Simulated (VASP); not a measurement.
Set up this calculation in VASP 6.6.1, as the native input.

- Task: single point
- Functional: PBEsol
- Potentials or basis: VASP PAW PBE potentials, release 64 (Ag, Cl)
- Cutoff: 520 eV
- k mesh: 8 × 8 × 8
- Occupations: gaussian, width 0.01 eV
- Spin: no spin polarisation
- Dipole correction: no
- Further INCAR settings: ALGO = Normal; EDIFF = 1e-07; NBANDS = 16

The structure of AgCl (Chlorargyrite) lies in POSCAR:

```
AgCl
1.0
    0.0000000000      2.7350000000      2.7350000000
    2.7350000000      0.0000000000      2.7350000000
    2.7350000000      2.7350000000      0.0000000000
Ag Cl
1 1
Direct
    0.0000000000      0.0000000000      0.0000000000
    0.5000000000      0.5000000000      0.5000000000
```

The input as run:

INCAR

```
ALGO = Normal
EDIFF = 1E-7
ENCUT = 520
GGA = PS
ISIF = 2
ISMEAR = 0
LASPH = T
LCHARG = F
LREAL = F
LWAVE = F
NBANDS = 16
NELM = 60
PREC = Accurate
SIGMA = 0.01
```

KPOINTS

```
k-points
0
Gamma
  8 8 8
```

Potentials or basis: VASP PAW PBE potentials, release 64 (Ag, Cl).

The run is started by

```console
$ cat potpaw_PBE.64/Ag/POTCAR potpaw_PBE.64/Cl/POTCAR > POTCAR
$ mpirun -np 1 vasp_std > vasp.out
```

Results of the run:

```yaml
Pressure: -0.8 GPa
Band_gap_on_the_k_mesh: 0.72 eV, indirect (least direct gap 3.18 eV)
```

Caveat: the PAW data sets were made with another functional, which shifts forces and pressure a little.

It took 14 s on 1 thread of AMD EPYC 9R45 96-Core Processor (Zen 5), on a shared host, peak memory 0.14 GiB.
